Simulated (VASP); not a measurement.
Set up this calculation in VASP 6.6.1, as the native input.

```yaml
Task: single point
Functional: PBEsol
Potentials_or_basis: VASP PAW PBE potentials, release 64 (C, O)
Cutoff: 520 eV
k_mesh: 8 × 8 × 8
Occupations: gaussian, width 0.02 eV
Spin: no spin polarisation
Dipole_correction: no
Further_INCAR_settings: ALGO = Normal; EDIFF = 1e-06; NBANDS = 25
```

The structure of CO2 lies in POSCAR:

```
CO2
1.0
   -1.9589458393      1.9589458393      2.9686465352
    1.9589458393     -1.9589458393      2.9686465352
    1.9589458393      1.9589458393     -2.9686465352
C O
2 4
Direct
    0.7500000000      0.2500000000      0.5000000000
    0.0000000000      0.0000000000      0.0000000000
    0.7077697658      0.1250000000      0.0827697658
    0.0422302342      0.6250000000      0.9172302342
    0.3750000000      0.2922302342      0.4172302342
    0.8750000000      0.9577697658      0.5827697658
```

The input as run:

INCAR

```
SYSTEM = CO2
PREC = Accurate
ENCUT = 520
EDIFF = 1E-6
ISMEAR = 0
SIGMA = 0.02
LREAL = .False.
LASPH = .True.
NELM = 60
ALGO = Normal
ISIF = 2
LWAVE = .False.
LCHARG = .False.
GGA = PS
NBANDS = 25
```

KPOINTS

```
Automatic mesh
0
Gamma
  8 8 8
  0 0 0
```

Potentials or basis: VASP PAW PBE potentials, release 64 (C, O).

Run with:

```sh
$ cat potpaw_PBE.64/C/POTCAR potpaw_PBE.64/O/POTCAR > POTCAR
$ mpirun -np 1 vasp_std > vasp.out
```

It gave:

```json
{
  "Pressure": "1.8 GPa",
  "Largest force": "0.102 eV/Å",
  "Band gap on the k mesh": "7.58 eV, indirect (least direct gap 8.03 eV)"
}
```

Caveat: the PAW data sets were made with another functional, which shifts forces and pressure a little.

Wall time 28 s on 1 thread of Intel(R) Xeon(R) 6975P-C (Granite Rapids), on a shared host, peak memory 0.18 GiB.
